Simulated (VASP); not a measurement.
Write the native input for VASP 6.6.1 that does the following.

```yaml
Task: single point
Functional: PBE
Potentials_or_basis: VASP PAW PBE potentials, release 64 (K_sv, Nb_sv, O)
Cutoff: 600 eV
k_mesh: 4 × 4 × 4
Occupations: gaussian, width 0.1 eV
Spin: no spin polarisation
Hubbard_terms: Nb d U = 7.3 eV
Dipole_correction: no
Further_INCAR_settings: ALGO = Normal; EDIFF = 1e-06; NBANDS = 28
```

The structure of KNbO3 lies in POSCAR:

```
KNbO3
1.0
    4.0129726800      0.0000000000      0.0000000000
    0.0000000000      4.0129726800      0.0000000000
    0.0000000000      0.0000000000      4.1102918300
K Nb O
1 1 3
Direct
    0.5000000000      0.5000000000      0.4999545100
    0.0000000000      0.0000000000      0.0149157700
    0.5000000000      0.0000000000      0.9741423400
    0.0000000000      0.5000000000      0.9741423400
    0.0000000000      0.0000000000      0.4716460400
```

These files were run (other wordings do the same):

INCAR

```
PREC = Accurate
ENCUT = 600
EDIFF = 1E-6
ISMEAR = 0
SIGMA = 0.1
LREAL = F
LASPH = T
NELM = 200
ALGO = Normal
ISIF = 2
LWAVE = F
LCHARG = F
LMAXMIX = 4
LDAU = T
LDAUTYPE = 2
LDAUL = -1 2 -1
LDAUU = 0 7.3 0
LDAUJ = 0 0 0
LDAUPRINT = 1
GGA = PE
NBANDS = 28
GGA_COMPAT = F
```

KPOINTS

```
Automatic mesh
0
Gamma
  4 4 4
```

Potentials or basis: VASP PAW PBE potentials, release 64 (K_sv, Nb_sv, O).

Launch:

```sh
$ cat potpaw_PBE.64/K_sv/POTCAR potpaw_PBE.64/Nb_sv/POTCAR potpaw_PBE.64/O/POTCAR > POTCAR
$ mpirun -np 1 vasp_std > vasp.out
```

Results of the run:

```json
{"Pressure": "4.4 GPa", "Largest force": "1.282 eV/Å", "Band gap on the k mesh": "2.43 eV (least direct gap 3.35 eV)"}
```

Caveat: the cell stands under pressure; forces of over 1 eV/Å act on the atoms, so gaps and moduli don't describe the material at rest.

It took 31 s on 1 thread of Intel(R) Xeon(R) Platinum 8259CL CPU @ 2.50GHz (Skylake/Cascade Lake), on a shared host, peak memory 0.2 GiB.
